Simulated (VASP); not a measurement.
# Ge in VASP: further runs

The runs below take Ge through single point, with PBE.

Everything below comes from runs of VASP 6.6.1. Logs are shortened: lines on timing, memory, paths and dates and some standing lists are left out, and cuts for length are marked.

**1. The cell of the first run**

The cell holds a slab with vacuum, 2 atoms: a = 4.044 Å, b = 4.044 Å, c = 28.000 Å, α = 90.00°, β = 90.00°, γ = 120.00°.

**2. Single point, PBE**

INCAR reads:

```
  PREC = Accurate
  ENCUT = 520
  EDIFF = 1E-7
  ISMEAR = 0
  SIGMA = 0.1
  LREAL = False
  LASPH = True
  NELM = 100
  ALGO = Normal
  ISIF = 2
  LWAVE = False
  LCHARG = True
  LDIPOL = True
  IDIPOL = 3
  DIPOL = 0.5 0.5 0.500
  GGA = PE
  LELF = True
  LVHAR = True
  LVACPOTAV = True
  NBANDS = 21
```

KPOINTS reads:

```
Automatic mesh
0
Gamma
  12 12 1
```

POSCAR reads:

```
Ge
1.0
    4.0437508318      0.0000000000      0.0000000000
   -2.0218754159      3.5019909469      0.0000000000
    0.0000000000      0.0000000000     28.0000000000
Ge
2
Direct
    0.3333333333      0.6666666667      0.5121179695
    0.6666666667      0.3333333333      0.4878820305
```

Potentials or basis: VASP PAW PBE potentials, release 64 (Ge_d).

Launch:

```bash
> cat potpaw_PBE.64/Ge_d/POTCAR > POTCAR
> mpirun -np 1 vasp_std > vasp.out
```

OUTCAR:

```text
PREC = Accurate
   ENCUT = 520
   EDIFF = 1E-7
   ISMEAR = 0
   LREAL = False
   LASPH = True
   NELM = 100
   ISIF = 2
   GGA = PE

 ion  position               nearest neighbor table
   1  0.333  0.667  0.512-   2 2.43   2 2.43   2 2.43
   2  0.667  0.333  0.488-   1 2.43   1 2.43   1 2.43

  LATTYP: Found a hexagonal cell.
 ALAT       =     4.0437508318
 C/A-ratio  =     6.9242644180

  Lattice vectors:

 A1 = (   4.0437508318,   0.0000000000,   0.0000000000)
 A2 = (  -2.0218754159,   3.5019909469,   0.0000000000)
 A3 = (   0.0000000000,   0.0000000000,  28.0000000000)

Analysis of symmetry for initial positions (statically):
=====================================================================
 Subroutine PRICEL returns:
 Original cell was already a primitive cell.

 Routine SETGRP: Setting up the symmetry group for a
 hexagonal supercell.

 Subroutine GETGRP returns: Found 12 space group operations
 (whereof 12 operations were pure point group operations)
 out of a pool of 24 trial point group operations.

The static configuration has the point symmetry D_3d.

Analysis of symmetry for dynamics (positions and initial velocities):
=====================================================================
 Subroutine PRICEL returns:
 Original cell was already a primitive cell.

 Routine SETGRP: Setting up the symmetry group for a
 hexagonal supercell.

 Subroutine GETGRP returns: Found 12 space group operations
 (whereof 12 operations were pure point group operations)
 out of a pool of 24 trial point group operations.

The dynamic configuration has the point symmetry D_3d.

 Subroutine INISYM returns: Found 12 space group operations
 (whereof 12 operations are pure point group operations),
 and found     1 'primitive' translations

----------------------------------------------------------------------------------------

                                     Primitive cell

  volume of cell :     396.5130

  direct lattice vectors                    reciprocal lattice vectors
     4.043750832  0.000000000  0.000000000     0.247295158  0.142775926  0.000000000
    -2.021875416  3.501990947  0.000000000     0.000000000  0.285551852  0.000000000
     0.000000000  0.000000000 28.000000000     0.000000000  0.000000000  0.035714286

  length of vectors
     4.043750832  4.043750832 28.000000000     0.285551852  0.285551852  0.035714286

  position of ions in fractional coordinates (direct lattice)
     0.333333333  0.666666667  0.512117969
     0.666666667  0.333333333  0.487882031

  ion indices of the primitive-cell ions
   primitive index   ion index
                 1           1
                 2           2

----------------------------------------------------------------------------------------

 KPOINTS: Automatic mesh

Automatic generation of k-mesh.
 Grid dimensions read from file:
 generate k-points for:   12   12    1

 Generating k-lattice:

  Cartesian coordinates                     Fractional coordinates (reciprocal lattice)
     0.020607930  0.011897994  0.000000000     0.083333333  0.000000000  0.000000000
     0.000000000  0.023795988  0.000000000     0.000000000  0.083333333  0.000000000
     0.000000000  0.000000000  0.035714286     0.000000000  0.000000000  1.000000000

  Length of vectors
     0.023795988  0.023795988  0.035714286

  Shift w.r.t. Gamma in fractional coordinates (k-lattice)
     0.000000000  0.000000000  0.000000000

 Subroutine IBZKPT returns following result:
 ===========================================

 Found     19 irreducible k-points:

 Following reciprocal coordinates:
            Coordinates               Weight
  0.000000  0.000000  0.000000      1.000000
  0.083333 -0.000000  0.000000      6.000000
  0.166667 -0.000000  0.000000      6.000000
  0.250000 -0.000000  0.000000      6.000000
  0.333333 -0.000000  0.000000      6.000000
  0.416667  0.000000  0.000000      6.000000
[... 11 lines left out ...]
  0.333333  0.250000  0.000000     12.000000
  0.333333  0.333333  0.000000      2.000000
   k-points           NKPTS =     19   k-points in BZ     NKDIM =     19   number of bands    NBANDS=     21
   number of dos      NEDOS =    301   number of ions     NIONS =      2
   total plane-waves  NPLWV = 189000
   dimension x,y,z NGX =    30 NGY =   30 NGZ =  210
   dimension x,y,z NGXF=    60 NGYF=   60 NGZF=  420
   ions per type =               2
   NGX,Y,Z   is equivalent  to a cutoff of  12.33, 12.33, 12.47 a.u.
   NGXF,Y,Z  is equivalent  to a cutoff of  24.67, 24.67, 24.94 a.u.
 SYSTEM =  unknown system
   PREC   = accura    normal or accurate (medium, high low for compatibility)
   ISTART =      0    job   : 0-new  1-cont  2-samecut
   ICHARG =      2    charge: 1-file 2-atom 10-const
   ISPIN  =      1    spin polarized calculation?
   LNONCOLLINEAR =      F non collinear calculations
   LSORBIT =      F    spin-orbit coupling
   LASPH  =      T    aspherical Exc in radial PAW
   ENCUT  =  520.0 eV  38.22 Ry    6.18 a.u.   7.52  7.52 52.06*2*pi/ulx,y,z
   NELM   =    100;   NELMIN=  2; NELMDL= -5     # of ELM steps
   EDIFF  = 0.1E-06   stopping-criterion for ELM
   LREAL  =      F    real-space projection
   EDIFFG = 0.1E-05   stopping-criterion for IOM
   NSW    =      0    number of steps for IOM
   IBRION =     -1    ionic relax: 0-MD 1-quasi-New 2-CG
   NFREE  =      0    steps in history (QN), initial steepest desc. (CG)
   ISIF   =      2    stress and relaxation
   ISYM   =      2    0-nonsym 1-usesym 2-fastsym
   POTIM  = 0.5000    time-step for ionic-motion
   TEBEG  =    0.0;   TEEND  =   0.0 temperature during run
   PSTRESS=    0.0 pullay stress
   NELECT =      28.0000    total number of electrons
   NUPDOWN=      -1.0000    fix difference up-down
   EMIN   =  10.00;   EMAX   =-10.00  energy-range for DOS
   EFERMI =   0.00;   METHOD = LEGACY
   ISMEAR =     0;   SIGMA  =   0.10  broadening in eV -4-tet -1-fermi 0-gaus
   EFERMI_NEDOS =   21; number of points for ismear=-14 and -15
   IALGO  =     38    algorithm
   IMIX   =      4    mixing-type and parameters
     AMIX     =   0.40;   BMIX     =  1.00
     AMIX_MAG =   1.60;   BMIX_MAG =  1.00
  volume/ion in A,a.u.               =     198.26      1337.90
  Fermi-wavevector in a.u.,A,eV,Ry     =   0.676667  1.278715  6.229812  0.457878
  Thomas-Fermi vector in A             =   1.754048
   LORBIT       =      0    0 simple, 1 ext, 2 COOP (PROOUT), +10 PAW based schemes
   GGA     = PE    functional components
   LHFCALC =     F    Hartree Fock is set to
   AEXX    =    0.0000 exact exchange contribution
   IVDW    =     0    specifies the selected vdW correction
   LEPSILON=     F    determine dielectric tensor
   LRPA    =     F    only Hartree local field effects (RPA)
 non-spin polarized calculation
 Gauss-broadening in eV      SIGMA  =   0.10
  energy-cutoff  :      520.00
  volume of cell :      396.51
 maximum number of plane-waves:     10749
   NGX = 15   NGY = 15   NGZ =105

 dipolmoment           0.000000      0.000000      0.000000 electrons x Angstroem

 number of electron      27.9999982 magnetization

 dipolmoment           0.000000      0.000000     -0.000000 electrons x Angstroem

 Free energy of the ion-electron system (eV)
  ---------------------------------------------------
  ext. energy  EPLUGINS =         0.00000000
  ---------------------------------------------------
  free energy    TOTEN  =        -8.07853264 eV

  energy without entropy =       -8.07696544  energy(sigma->0) =       -8.07774904

 E-fermi :  -3.4198     XC(G=0):  -1.6364

 val. band max:       -3.4197745446   @ k =   0.3333   0.3333   0.0000
 cond. band min:      -3.4197745306   @ k =   0.3333   0.3333   0.0000
 fundamental gap:      0.0000000140
 Fermi energy:        -3.4197745374

 k-point     1 :       0.0000    0.0000    0.0000
  band No.  band energies     occupation
      1     -27.9406      2.00000
      2     -27.9406      2.00000
      3     -27.8935      2.00000
      4     -27.8932      2.00000
      5     -27.8932      2.00000
      6     -27.8239      2.00000
[... 13 lines left out ...]
     20       1.0459      0.00000
     21       1.4040      0.00000

 k-point     2 :       0.0833   -0.0000    0.0000
  band No.  band energies     occupation
      1     -27.9447      2.00000
      2     -27.9435      2.00000
      3     -27.9031      2.00000
      4     -27.8892      2.00000
      5     -27.8810      2.00000
      6     -27.8196      2.00000
[... 13 lines left out ...]
     20       1.1255      0.00000
     21       1.4635      0.00000

 k-point     3 :       0.1667   -0.0000    0.0000
  band No.  band energies     occupation
      1     -27.9525      2.00000
      2     -27.9494      2.00000
      3     -27.9121      2.00000
      4     -27.8806      2.00000
      5     -27.8682      2.00000
      6     -27.8076      2.00000
[... 13 lines left out ...]
     20       1.4574      0.00000
     21       1.6326      0.00000

 k-point     4 :       0.2500   -0.0000    0.0000
  band No.  band energies     occupation
      1     -27.9586      2.00000
      2     -27.9549      2.00000
      3     -27.9216      2.00000
      4     -27.8716      2.00000
      5     -27.8587      2.00000
      6     -27.7909      2.00000
[... 13 lines left out ...]
     20       2.2230      0.00000
     21       2.2957      0.00000

 k-point     5 :       0.3333   -0.0000    0.0000
  band No.  band energies     occupation
      1     -27.9608      2.00000
      2     -27.9587      2.00000
      3     -27.9313      2.00000
      4     -27.8651      2.00000
      5     -27.8540      2.00000
      6     -27.7772      2.00000
[... 13 lines left out ...]
     20       2.8571      0.00000
     21       2.9642      0.00000
[... 262 lines left out ...]
     20       4.0535      0.00000
     21       4.2218      0.00000

 k-point    17 :       0.2500    0.2500    0.0000
  band No.  band energies     occupation
      1     -27.9773      2.00000
      2     -27.9534      2.00000
      3     -27.9412      2.00000
      4     -27.8612      2.00000
      5     -27.8132      2.00000
      6     -27.7901      2.00000
[... 13 lines left out ...]
     20       3.1603      0.00000
     21       3.3920      0.00000

 k-point    18 :       0.3333    0.2500    0.0000
  band No.  band energies     occupation
      1     -27.9816      2.00000
      2     -27.9507      2.00000
      3     -27.9459      2.00000
      4     -27.8559      2.00000
      5     -27.8074      2.00000
      6     -27.7883      2.00000
[... 13 lines left out ...]
     20       3.6630      0.00000
     21       3.9957      0.00000

 k-point    19 :       0.3333    0.3333    0.0000
  band No.  band energies     occupation
      1     -27.9844      2.00000
      2     -27.9485      2.00000
      3     -27.9485      2.00000
      4     -27.8537      2.00000
      5     -27.7909      2.00000
      6     -27.7909      2.00000
[... 13 lines left out ...]
     20       3.4285      0.00000
     21       3.6086      0.00000

------------------------ aborting loop because EDIFF is reached ----------------------------------------

 vacuum level on the upper side and lower side of the slab       (xc-potential included)        -0.093        -0.093

  FORCE on cell =-STRESS in cart. coord.  units (eV):
  Direction    XX          YY          ZZ          XY          YZ          ZX
  --------------------------------------------------------------------------------------
  -------------------------------------------------------------------------------------
  Total       -0.0311712     -0.0311712     -0.0137695      0.0000000      0.0000000     -0.0000000
  in kB       -0.1259525     -0.1259525     -0.0556382      0.0000000      0.0000000     -0.0000000
  external PRESSURE =      -0.1025144 kB  Pullay stress =       0.0000000 kB

 VOLUME and BASIS-vectors are now :
 -----------------------------------------------------------------------------
  energy-cutoff  :      520.00
  volume of cell :      396.51
      direct lattice vectors                 reciprocal lattice vectors
     4.043750832  0.000000000  0.000000000     0.247295158  0.142775926  0.000000000
    -2.021875416  3.501990947  0.000000000     0.000000000  0.285551852  0.000000000
     0.000000000  0.000000000 28.000000000     0.000000000  0.000000000  0.035714286

 POSITION                                       TOTAL-FORCE (eV/Angst)
 -----------------------------------------------------------------------------------
     -0.00000      2.33466     14.33930         0.000000      0.000000      0.002168
      2.02188      1.16733     13.66070        -0.000000      0.000000     -0.002168
 -----------------------------------------------------------------------------------
    total drift:                                0.000000     -0.000000     -0.000000

  FREE ENERGIE OF THE ION-ELECTRON SYSTEM (eV)
  ---------------------------------------------------
  free  energy   TOTEN  =        -8.0785326363 eV

  energy  without entropy=       -8.0769654430  energy(sigma->0) =       -8.07774904

 vacuum level on the upper side and lower side of the slab         1.048         1.048
```

Run time: 3 min. Hardware: 1 thread of AMD EPYC 7R13 (Zen 3), shared host; peak memory 0.48 GiB.

Results:

| Property | Result |
| --- | --- |
| Free energy | -8.0785 eV |
| Band gap on the k mesh | zero (filled and empty bands touch) |
| Work function of the upper face | 4.47 eV |
| Work function of the lower face | 4.47 eV |

Forces on the atoms (eV/Å):
```
Ge   0.000  0.000  0.002
Ge   0.000  0.000 -0.002
```

**3. Single point, PBE**

This run uses another cell than the first one, of 201.13 Å³/atom, 1.014 times its volume.

INCAR reads:

```
  ALGO = Normal
  DIPOL = 0.5 0.5 0.500
  EDIFF = 1E-6
  ENCUT = 520
  GGA = PE
  IDIPOL = 3
  ISIF = 2
  ISMEAR = 0
  LASPH = T
  LCHARG = F
  LDIPOL = T
  LREAL = F
  LWAVE = F
  NBANDS = 21
  NELM = 60
  PREC = Accurate
  SIGMA = 0.1
```

KPOINTS reads:

```
k-points
0
Gamma
  12 12 1
```

POSCAR reads:

```
Ge
1.0
    4.0729350596      0.0000000000      0.0000000000
   -2.0364675298      3.5272652296      0.0000000000
    0.0000000000      0.0000000000     28.0000000000
Ge
2
Direct
    0.3333333333      0.6666666667      0.5085714286
    0.6666666667      0.3333333333      0.4914285714
```

Potentials or basis: VASP PAW PBE potentials, release 64 (Ge_d).

Launch:

```bash
> cat potpaw_PBE.64/Ge_d/POTCAR > POTCAR
> mpirun -np 1 vasp_std > vasp.out
```

Run time: 2.8 min. Hardware: 1 thread of AMD EPYC 7R13 (Zen 3), shared host; peak memory 0.49 GiB.

It converged, with:

| Property | Result |
| --- | --- |
| Free energy | -8.0248 eV |
| Largest force | 0.473 eV/Å |
| Band gap on the k mesh | zero (band 14 reaches -3.36 eV, above the bottom of band 15 at -3.76 eV) |

Forces on the atoms (eV/Å):
```
Ge   0.000  0.000  0.473
Ge   0.000  0.000 -0.473
```

Levels at points of the mesh, in eV from the Fermi level:
| k point | band 10 | band 11 | band 12 | band 13 | band 14 | band 15 | band 16 | band 17 | band 18 | band 19 |
| --- | --- | --- | --- | --- | --- | --- | --- | --- | --- | --- |
| (0.00, 0.00, 0.00) | -24.57 | -11.61 | -3.26 | -1.03 | -1.03 | -0.34 | 2.70 | 3.53 | 3.53 | 4.23 |
| (0.50, 0.00, 0.00) | -24.49 | -9.61 | -7.78 | -2.52 | -1.06 | 0.80 | 1.07 | 5.68 | 6.31 | 6.88 |
